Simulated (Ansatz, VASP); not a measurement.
# One calculation of Os, two programs

```xyz
1
Lattice="0.0000 1.9661 1.9661 1.9661 0.0000 1.9661 1.9661 1.9661 0.0000" Properties=species:S:1:pos:R:3 pbc="T T T"
Os    0.0000    0.0000    0.0000
```

Change from the starting cell: volume scaled by 1.06.

Alike in both runs: task single point; functional PBE; k mesh 17 × 17 × 17; occupations fermi-dirac, width 0.05 eV; no spin polarisation.

|  | VASP | Ansatz |
| --- | --- | --- |
| version | VASP 6.6.1 | Ansatz 0.2.0 |
| potentials or method | VASP PAW PBE potentials, release 64 (Os), cutoff 520 eV | all-electron LAPW, scalar-relativistic |

VASP gave:

| Property | Result |
| --- | --- |
| pressure (GPa) | -20.1 |

Task: Estimate Ansatz's values.

Result: Pressure (GPa): -19.7.

Ansatz ran all-electron here, and VASP with PAW potentials.

Spin-orbit coupling is off throughout.
